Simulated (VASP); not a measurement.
Tc, 2 atoms in the cell. Symmetry: P6_3/mmc, No. 194, hexagonal system. Conventional cell: a = 2.758 Å, b = 2.758 Å, c = 4.427 Å, α = 90.00°, β = 90.00°, γ = 120.00°. Tc (site symmetry -6m2) has 12 Tc at 2.73 to 2.76 Å within 3.6 Å.  This cell differs from its parent crystal: volume scaled by 1.02.

| Property | Result |
| --- | --- |
| Program | VASP 6.6.1 |
| Task | electric field gradients |
| Functional | LDA |
| Potentials or basis | VASP PAW LDA potentials, release 64 (Tc_pv) |
| Cutoff | 520 eV |
| k mesh | 17 × 17 × 9 |
| Occupations | fermi-dirac, width 0.08 eV |
| Spin | no spin polarisation |
| Dipole correction | no |
| Further INCAR settings | ALGO = Normal; EDIFF = 1e-08; NBANDS = 20 |

Potentials or basis: VASP PAW LDA potentials, release 64 (Tc_pv).

Command:

```sh
$ cat potpaw_LDA.64/Tc_pv/POTCAR > POTCAR
$ mpirun -np 1 vasp_std > vasp.out
```

Hardware: 1 thread of Intel Xeon 6975P-C, with other jobs on the host.

Q: Estimate the wall time of this run.

A: Wall time 55 s on 1 thread of Intel Xeon 6975P-C, with other jobs on the host, peak memory 0.2 GiB. Counts: scf iterations 13, k points 165.
